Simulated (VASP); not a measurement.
Runs of VASP 6.6.1 on GaP. The structure is cubic, space group F-43m (No. 216). Conventional cell: a = 5.451 Å, b = 5.451 Å, c = 5.451 Å, α = 90.00°, β = 90.00°, γ = 90.00°. Within 3.1 Å of Ga (site symmetry -43m) lie 4 P at 2.36 Å. Within 3.1 Å of P (site symmetry -43m) lie 4 Ga at 2.36 Å. 

| k mesh | gap on the mesh (eV) | pressure (GPa) |
| --- | --- | --- |
| 6 × 6 × 6 | 1.49 | -2.7 |
| 8 × 8 × 8 | 1.49 | -2.7 |
| 4 × 4 × 4 | 1.46 | (a) |
| 10 × 10 × 10 | 1.46 | -2.7 |
| 2 × 2 × 2 | 1.19 | 4.0 |

Alike in all rows: task single point; level LDA; potentials or basis VASP PAW LDA potentials, release 64 (Ga_d, P); no spin polarisation; cell as given; cutoff (eV) 500; smearing gaussian 0.01 eV.

**Question.** Estimate the missing entries.

**Answer.** (a) -2.3.

Caveats: some runs use coarse meshes.

A k mesh can miss the band edges, and the runs leave out spin-orbit coupling on Ga.
